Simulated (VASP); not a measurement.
# Cu (Fm-3m) in VASP: single point with PBEsol

Aim: the single point of Cu with PBEsol.

Everything below comes from runs of VASP 6.6.1. Logs are shortened: lines on timing, memory, paths and dates and some standing lists are left out, and cuts for length are marked.

## Step 1: The cell of the first run

It takes space group Fm-3m (No. 225, cubic). Conventional cell: a = 5.709 Å, b = 5.709 Å, c = 5.709 Å, α = 90.00°, β = 90.00°, γ = 90.00°. Cu (site symmetry -43m) has 10 Cu at 2.47 to 2.85 Å within 3.3 Å. Cu (site symmetry m-3m) has 8 Cu at 2.47 Å within 3.3 Å.

## Step 2: Single point, PBEsol

Contents of INCAR:

```
SYSTEM = Cu
PREC = Accurate ; ENCUT = 600
EDIFF = 1E-6 ; ISMEAR = -1
SIGMA = 0.05 ; LREAL = .FALSE.
LASPH = .TRUE. ; NELM = 120
ALGO = Normal ; ISIF = 2
LWAVE = .FALSE. ; LCHARG = .TRUE.
GGA = PS ; LELF = .TRUE.
LVHAR = .TRUE. ; NBANDS = 24
GGA_COMPAT = .FALSE.
```

Contents of KPOINTS:

```
regular mesh
0
G
  7 7 7
  0 0 0
```

Contents of POSCAR:

```
Cu
1.0
    0.0000000000      2.8542800000      2.8542800000
    2.8542800000      0.0000000000      2.8542800000
    2.8542800000      2.8542800000      0.0000000000
Cu
3
Direct
    0.2500000000      0.2500000000      0.2500000000
    0.7500000000      0.7500000000      0.7500000000
    0.5000000000      0.5000000000      0.5000000000
```

Potentials or basis: VASP PAW PBE potentials, release 64 (Cu).

On the command line:

```
$ cat potpaw_PBE.64/Cu/POTCAR > POTCAR
$ mpirun -np 1 vasp_std > vasp.out
```

OUTCAR:

```text
SYSTEM = Cu
   PREC = Accurate
   ENCUT = 600
   EDIFF = 1E-6
   ISMEAR = -1
   LREAL = .FALSE.
   LASPH = .TRUE.
   NELM = 120
   ISIF = 2
   GGA = PS

 ion  position               nearest neighbor table
   1  0.250  0.250  0.250-   3 2.47   3 2.47   3 2.47   3 2.47
   2  0.750  0.750  0.750-   3 2.47   3 2.47   3 2.47   3 2.47
   3  0.500  0.500  0.500-   1 2.47   2 2.47   1 2.47   1 2.47   1 2.47   2 2.47   2 2.47   2 2.47

  LATTYP: Found a face centered cubic cell.
 ALAT       =     5.7085600000

  Lattice vectors:

 A1 = (   0.0000000000,   2.8542800000,   2.8542800000)
 A2 = (   2.8542800000,   0.0000000000,   2.8542800000)
 A3 = (   2.8542800000,   2.8542800000,   0.0000000000)

Analysis of symmetry for initial positions (statically):
=====================================================================
 Subroutine PRICEL returns:
 Original cell was already a primitive cell.

 Routine SETGRP: Setting up the symmetry group for a
 face centered cubic supercell.

 Subroutine GETGRP returns: Found 48 space group operations
 (whereof 48 operations were pure point group operations)
 out of a pool of 48 trial point group operations.

The static configuration has the point symmetry O_h .

Analysis of symmetry for dynamics (positions and initial velocities):
=====================================================================
 Subroutine PRICEL returns:
 Original cell was already a primitive cell.

 Routine SETGRP: Setting up the symmetry group for a
 face centered cubic supercell.

 Subroutine GETGRP returns: Found 48 space group operations
 (whereof 48 operations were pure point group operations)
 out of a pool of 48 trial point group operations.

The dynamic configuration has the point symmetry O_h .

 Subroutine INISYM returns: Found 48 space group operations
 (whereof 48 operations are pure point group operations),
 and found     1 'primitive' translations

----------------------------------------------------------------------------------------

                                     Primitive cell

  volume of cell :      46.5071

  direct lattice vectors                    reciprocal lattice vectors
     0.000000000  2.854280000  2.854280000    -0.175175526  0.175175526  0.175175526
     2.854280000  0.000000000  2.854280000     0.175175526 -0.175175526  0.175175526
     2.854280000  2.854280000  0.000000000     0.175175526  0.175175526 -0.175175526

  length of vectors
     4.036561487  4.036561487  4.036561487     0.303412911  0.303412911  0.303412911

  position of ions in fractional coordinates (direct lattice)
     0.250000000  0.250000000  0.250000000
[... 74 lines left out ...]
   NELM   =    120;   NELMIN=  2; NELMDL= -5     # of ELM steps
   EDIFF  = 0.1E-05   stopping-criterion for ELM
   LREAL  =      F    real-space projection
   EDIFFG = 0.1E-04   stopping-criterion for IOM
   NSW    =      0    number of steps for IOM
   IBRION =     -1    ionic relax: 0-MD 1-quasi-New 2-CG
   NFREE  =      0    steps in history (QN), initial steepest desc. (CG)
   ISIF   =      2    stress and relaxation
   ISYM   =      2    0-nonsym 1-usesym 2-fastsym
   POTIM  = 0.5000    time-step for ionic-motion
   TEBEG  =    0.0;   TEEND  =   0.0 temperature during run
   PSTRESS=    0.0 pullay stress
   NELECT =      33.0000    total number of electrons
   NUPDOWN=      -1.0000    fix difference up-down
   EMIN   =  10.00;   EMAX   =-10.00  energy-range for DOS
   EFERMI =   0.00;   METHOD = LEGACY
   ISMEAR =    -1;   SIGMA  =   0.05  broadening in eV -4-tet -1-fermi 0-gaus
   EFERMI_NEDOS =   21; number of points for ismear=-14 and -15
   IALGO  =     38    algorithm
   IMIX   =      4    mixing-type and parameters
     AMIX     =   0.40;   BMIX     =  1.00
     AMIX_MAG =   1.60;   BMIX_MAG =  1.00
  volume/ion in A,a.u.               =      15.50       104.62
  Fermi-wavevector in a.u.,A,eV,Ry     =   1.460179  2.759339 29.009309  2.132124
  Thomas-Fermi vector in A             =   2.576659
   LORBIT       =      0    0 simple, 1 ext, 2 COOP (PROOUT), +10 PAW based schemes
   GGA     = PS    functional components
   LHFCALC =     F    Hartree Fock is set to
   AEXX    =    0.0000 exact exchange contribution
   IVDW    =     0    specifies the selected vdW correction
   LEPSILON=     F    determine dielectric tensor
   LRPA    =     F    only Hartree local field effects (RPA)
 non-spin polarized calculation
  energy-cutoff  :      600.00
  volume of cell :       46.51
 maximum number of plane-waves:      1567
   NGX = 17   NGY = 17   NGZ = 17

 number of electron      33.0000040 magnetization

 Free energy of the ion-electron system (eV)
  ---------------------------------------------------
  ext. energy  EPLUGINS =         0.00000000
  ---------------------------------------------------
  free energy    TOTEN  =       -11.39246687 eV

  energy without entropy =      -11.38279894  energy(sigma->0) =      -11.38763291

 E-fermi :   4.3468     XC(G=0): -11.2472

 val. band max:        4.3190483812   @ k =   0.4286   0.1429   0.0000
 cond. band min:       4.6421163691   @ k =  -0.4286   0.4286   0.0000
 fundamental gap:      0.3230679879
 Fermi energy:         4.3467978670

 k-point     1 :       0.0000    0.0000    0.0000
  band No.  band energies     occupation
      1      -3.1383      2.00000
      2       0.8384      2.00000
      3       0.8384      2.00000
      4       1.3563      2.00000
      5       1.3563      2.00000
      6       1.3563      2.00000
[... 529 lines left out ...]
     23      15.5861      0.00000
     24      19.3733      0.00000

------------------------ aborting loop because EDIFF is reached ----------------------------------------

  FORCE on cell =-STRESS in cart. coord.  units (eV):
  Direction    XX          YY          ZZ          XY          YZ          ZX
  --------------------------------------------------------------------------------------
  -------------------------------------------------------------------------------------
  Total       -3.2704053     -3.2704053     -3.2704053      0.0000000      0.0000000     -0.0000000
  in kB     -112.6658867   -112.6658867   -112.6658867      0.0000000      0.0000000     -0.0000000
  external PRESSURE =    -112.6658867 kB  Pullay stress =       0.0000000 kB

 VOLUME and BASIS-vectors are now :
 -----------------------------------------------------------------------------
  energy-cutoff  :      600.00
  volume of cell :       46.51
      direct lattice vectors                 reciprocal lattice vectors
     0.000000000  2.854280000  2.854280000    -0.175175526  0.175175526  0.175175526
     2.854280000  0.000000000  2.854280000     0.175175526 -0.175175526  0.175175526
     2.854280000  2.854280000  0.000000000     0.175175526  0.175175526 -0.175175526

 POSITION                                       TOTAL-FORCE (eV/Angst)
 -----------------------------------------------------------------------------------
      1.42714      1.42714      1.42714        -0.000000      0.000000      0.000000
      4.28142      4.28142      4.28142        -0.000000     -0.000000     -0.000000
      2.85428      2.85428      2.85428         0.000000      0.000000      0.000000
 -----------------------------------------------------------------------------------
    total drift:                               -0.000000     -0.000000      0.000000

  FREE ENERGIE OF THE ION-ELECTRON SYSTEM (eV)
  ---------------------------------------------------
  free  energy   TOTEN  =       -11.3924668672 eV

  energy  without entropy=      -11.3827989435  energy(sigma->0) =      -11.38763291
```

OSZICAR:

```text
N       E                     dE             d eps       ncg     rms          rms(c)
DAV:   1     0.240656324978E+03    0.24066E+03   -0.15943E+04   968   0.248E+03
DAV:   2     0.321633179834E+01   -0.23744E+03   -0.22601E+03   960   0.354E+02
DAV:   3    -0.138626759067E+02   -0.17079E+02   -0.15458E+02  1160   0.139E+02
DAV:   4    -0.141274921437E+02   -0.26482E+00   -0.26460E+00  1144   0.213E+01
DAV:   5    -0.141309443688E+02   -0.34522E-02   -0.34521E-02  1280   0.203E+00    0.141E+01
DAV:   6    -0.133437391531E+02    0.78721E+00   -0.27191E+01  1112   0.125E+02    0.937E+00
DAV:   7    -0.113937532659E+02    0.19500E+01   -0.63348E+00  1120   0.631E+01    0.850E-01
DAV:   8    -0.114086798198E+02   -0.14927E-01   -0.45312E-01  1200   0.211E+01    0.969E-01
DAV:   9    -0.114065893661E+02    0.20905E-02   -0.87351E-02  1216   0.104E+01    0.915E-01
DAV:  10    -0.113923923881E+02    0.14197E-01   -0.25366E-02  1232   0.378E+00    0.443E-02
DAV:  11    -0.113925098855E+02   -0.11750E-03   -0.19332E-03  1264   0.539E-01    0.394E-02
DAV:  12    -0.113924702930E+02    0.39593E-04   -0.26327E-04  1184   0.344E-01    0.210E-02
DAV:  13    -0.113924665450E+02    0.37480E-05   -0.21333E-05  1360   0.126E-01    0.218E-03
DAV:  14    -0.113924668672E+02   -0.32219E-06   -0.14882E-06   752   0.160E-02
   1 F= -.11392467E+02 E0= -.11387633E+02  d E =-.966792E-02
```

Run time: 27 s. Hardware: 1 thread of Intel Xeon 8259CL, shared host; peak memory 0.17 GiB.

Results:

```
Free energy            : -11.3925 eV
Pressure               : -11.3 GPa
Band gap on the k mesh : zero (an odd number of electrons rules out a gap without spin polarisation)
```

Caveat: the cell stands under tension; the PAW data sets were made with another functional, which shifts forces and pressure a little.

The gap in the log of VASP goes by the Fermi energy; the results here count the filled bands.